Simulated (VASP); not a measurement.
Set up this calculation in VASP 6.6.1, as the native input.

| Property | Result |
| --- | --- |
| Task | single point |
| Functional | PBE |
| Potentials or basis | VASP PAW PBE potentials, release 64 (Ba_sv, S) |
| Cutoff | 520 eV |
| k mesh | 6 × 6 × 6 |
| Occupations | gaussian, width 0.01 eV |
| Spin | no spin polarisation |
| Dipole correction | no |
| Further INCAR settings | ALGO = Normal; EDIFF = 1e-06; NBANDS = 15 |

The structure of BaS lies in POSCAR:

```
BaS
1.0
    0.0000000000      3.5194117709      3.5194117709
    3.5194117709      0.0000000000      3.5194117709
    3.5194117709      3.5194117709      0.0000000000
Ba S
1 1
Direct
    0.0000000000      0.0000000000      0.0000000000
    0.2500000000      0.2500000000      0.2500000000
```

One way to write it, as run:

INCAR

```
ALGO = Normal
EDIFF = 1E-6
ENCUT = 520
GGA = PE
ISIF = 2
ISMEAR = 0
LASPH = T
LCHARG = T
LELF = T
LREAL = F
LVHAR = T
LWAVE = F
NBANDS = 15
NELM = 80
PREC = Accurate
SIGMA = 0.01
```

KPOINTS

```
k-points
0
Gamma
  6 6 6
```

Potentials or basis: VASP PAW PBE potentials, release 64 (Ba_sv, S).

Command:

```console
$ cat potpaw_PBE.64/Ba_sv/POTCAR potpaw_PBE.64/S/POTCAR > POTCAR
$ mpirun -np 1 vasp_std > vasp.out
```

Results of the run:

```json
{"Pressure": "0.4 GPa", "Band gap on the k mesh": "2.76 eV, indirect (least direct gap 3.42 eV)"}
```

Caveat: spin-orbit coupling is left out, which moves the levels of the heavy elements.

Wall time 13 s on 1 thread of Intel(R) Xeon(R) 6975P-C (Granite Rapids), on a shared host, peak memory 0.23 GiB.
